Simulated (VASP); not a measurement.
Set up this calculation in VASP 6.6.1, as the native input.

```
Task                   : single point
Functional             : PBE
Potentials or basis    : VASP PAW PBE potentials, release 64 (Pt)
Cutoff                 : 520 eV
k mesh                 : 18 × 18 × 10
Occupations            : gaussian, width 0.15 eV
Spin                   : no spin polarisation
Dipole correction      : no
Further INCAR settings : ALGO = Normal; EDIFF = 1e-07; NBANDS = 17
```

The structure of Pt lies in POSCAR:

```
Pt
1.0
    2.7103000000      0.0000000000      0.0000000000
   -1.3551500000      2.3471886519      0.0000000000
    0.0000000000      0.0000000000      4.8412000000
Pt
2
Direct
    0.6666666667      0.3333333333      0.7500000000
    0.3333333333      0.6666666667      0.2500000000
```

These files were run (other wordings do the same):

INCAR

```
SYSTEM = Pt
PREC = Accurate ; ENCUT = 520
EDIFF = 1E-7 ; ISMEAR = 0
SIGMA = 0.15 ; LREAL = .False.
LASPH = .True. ; NELM = 100
ALGO = Normal ; ISIF = 2
LWAVE = .False. ; LCHARG = .False.
GGA = PE ; NBANDS = 17
```

KPOINTS

```
Automatic mesh
0
Gamma
  18 18 10
  0 0 0
```

Potentials or basis: VASP PAW PBE potentials, release 64 (Pt).

The run is started by

```sh
$ cat potpaw_PBE.64/Pt/POTCAR > POTCAR
$ mpirun -np 1 vasp_std > vasp.out
```

It gave:

```yaml
Pressure: 6.6 GPa
Band_gap_on_the_k_mesh: zero (band 10 reaches 11.46 eV, above the bottom of band 11 at 10.06 eV)
```

Caveat: spin-orbit coupling is left out, which moves the levels of the heavy elements.

It took 38 s on 1 thread of Intel(R) Xeon(R) Platinum 8481C CPU @ 2.70GHz (Sapphire Rapids) (shared host), peak memory 0.22 GiB.
